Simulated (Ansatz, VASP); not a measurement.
## BeZn3Se4: VASP beside Ansatz

```xyz
8
Lattice="3.9503 0.0016 0.0006 -1.9737 3.4196 0.0003 0.0018 0.0021 13.0244" Properties=species:S:1:pos:R:3 pbc="T T T"
Be    0.0037    2.2796    0.0148
Zn    0.0044    2.2830    6.5223
Zn    1.9749    1.1408    3.1611
Zn    1.9732    1.1415    9.8958
Se   -0.0003    2.2800    2.2563
Se   -0.0014    2.2811    8.9953
Se    1.9796    1.1437    5.6271
Se    1.9793    1.1430   12.3723
```

Change from the starting cell: cell x1, atoms moved at random (sigma 0.1 Å) and cell strained at random (1.5 %), then relaxed without symmetry.

Alike in both runs: functional PBE; k mesh 6 × 6 × 1; occupations gaussian, width 0.1 eV; no spin polarisation.

Ansatz relaxed the structure, and its values are those at the end. VASP's run is a single point on that final structure, the one shown.

```csv
,VASP,Ansatz
version,VASP 6.6.1,Ansatz 0.2.0
potentials or method,"VASP PAW PBE potentials, release 64 (Be, Zn, Se), cutoff 520 eV","scalar-relativistic, plane waves, PAW"
valence electrons in the cell,62,102
```

Ansatz gave:

```
gap on the k mesh at the Fermi level (eV) : 1.60
least direct gap on the mesh (eV)         : 1.60
pressure (GPa)                            : 0.0
rms of the force components (eV/Å)        : 0.008
```

Problem. Estimate VASP's values.

Solution. gap on the k mesh at the Fermi level (eV): 1.60; least direct gap on the mesh (eV): 1.60; pressure (GPa): 0.2; rms of the force components (eV/Å): 0.009.

VASP's potentials hold 62 valence electrons a cell and Ansatz's 102, so a difference there can come from the potentials and not from the codes.

The k mesh is coarse, so the values compare programs but aren't converged.
